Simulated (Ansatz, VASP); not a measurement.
**GeP5: VASP beside Ansatz**

INCAR

```
SYSTEM = GeP5
PREC = Accurate ; ENCUT = 600
EDIFF = 1E-6 ; ISMEAR = 0
SIGMA = 0.1 ; LREAL = .False.
LASPH = .True. ; NELM = 100
ALGO = Normal ; ISIF = 3
LWAVE = .False. ; LCHARG = .False.
GGA = PE ; IBRION = 2
NSW = 90 ; EDIFFG = -0.04
```

KPOINTS

```
Automatic mesh
0
Gamma
  3 3 4
  0 0 0
```

The input POSCAR:

```
GeP5
1.0
    5.9568059900      0.0000000000      0.0000000000
   -2.9784030000      5.1587453100      0.0000000000
    0.0000000000      0.0000000000      4.0669516300
Ge P
1 5
Direct
    0.6666666700      0.3333333300      0.5000000000
    0.1521055400      0.8478944600      0.0000000000
    0.1521055400      0.3042110900      0.0000000000
    0.6957889100      0.8478944600      0.0000000000
    0.3333333300      0.6666666700      0.0000000000
    0.0000000000      0.0000000000      0.5000000000
```

Input for Ansatz:

```yaml
crystal:
  lattice:
    - [5.95680599, 0.0, 0.0]
    - [-2.978403, 5.15874531, 0.0]
    - [0.0, 0.0, 4.06695163]
  atoms:
    - { symbol: Ge, position: [0.66666667, 0.33333333, 0.5] }
    - { symbol: P, position: [0.15210554, 0.84789446, 0.0] }
    - { symbol: P, position: [0.15210554, 0.30421109, 0.0] }
    - { symbol: P, position: [0.69578891, 0.84789446, 0.0] }
    - { symbol: P, position: [0.33333333, 0.66666667, 0.0] }
    - { symbol: P, position: [0.0, 0.0, 0.5] }
basis:
  ecutwfc: 420
kpoints:
  mp_grid: { grid: [3, 3, 4] }
hamiltonian:
  xc: pbe
scf:
  occupations: { method: gaussian, width: 0.1 }
  lower_state_search: "off"
output:
  forces: true
  stress: true
  eigenvalues: true
relax:
  adjacent_minimum: "off"
  f_tol: 0.04
  max_steps: 70
  cell: { stress_tol: 0.4 }
```

Alike in both runs: task relaxation of cell and atoms; functional PBE; k mesh 3 × 3 × 4; occupations gaussian, width 0.1 eV; no spin polarisation.

```csv
,VASP,Ansatz
version,VASP 6.6.1,Ansatz 0.2.0
potentials or method,"VASP PAW PBE potentials, release 64 (Ge_d, P), cutoff 600 eV","scalar-relativistic, plane waves, PAW"
valence electrons in the cell,39,39
```

|  | VASP | Ansatz | Ansatz less VASP |
| --- | --- | --- | --- |
| gap on the k mesh at the Fermi level, each at its own relaxed structure (eV) | none | none | - |
| relaxed volume (Å³/atom) | 22.01 | 21.98 | -0.036 |
| relaxed cell length with the largest relative difference (Å) | 6.153 | 6.147 | -0.0061 |

A gap of «none» marks a metal or a gap that the smearing closes.

The k mesh is coarse, so the values compare programs but aren't converged.
